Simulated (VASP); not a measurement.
Write the native input for VASP 6.6.1 that does the following.

- Task: single point
- Functional: LDA
- Potentials or basis: VASP PAW LDA potentials, release 64 (Si)
- Cutoff: 520 eV
- k mesh: 21 × 21 × 21
- Occupations: fermi-dirac, width 0.1 eV
- Spin: no spin polarisation
- Dipole correction: no
- Further INCAR settings: ALGO = Normal; EDIFF = 1e-06; NBANDS = 8

The structure of Si lies in POSCAR:

```
Si
1.0
    2.4995034893      0.0000000000      0.0000000000
    0.0000000000      2.4995034893      0.0000000000
    0.0000000000      0.0000000000      2.4995034893
Si
1
Direct
    0.0000000000      0.0000000000      0.0000000000
```

One way to write it, as run:

INCAR

```
  PREC = Accurate
  ENCUT = 520
  EDIFF = 1E-6
  ISMEAR = -1
  SIGMA = 0.1
  LREAL = False
  LASPH = True
  NELM = 60
  ALGO = Normal
  ISIF = 2
  LWAVE = False
  LCHARG = False
  GGA = CA
  NBANDS = 8
```

KPOINTS

```
regular mesh
0
Gamma
  21 21 21
```

Potentials or basis: VASP PAW LDA potentials, release 64 (Si).

Launch:

```console
$ cat potpaw_LDA.64/Si/POTCAR > POTCAR
$ mpirun -np 1 vasp_std > vasp.out
```

It gave:

```json
{"Pressure": "0.4 GPa", "Band gap on the k mesh": "zero (band 2 reaches 16.16 eV, above the bottom of band 3 at 6.17 eV)"}
```

It took 29 s on 1 thread of Intel Xeon 8259CL (shared host), peak memory 0.14 GiB.
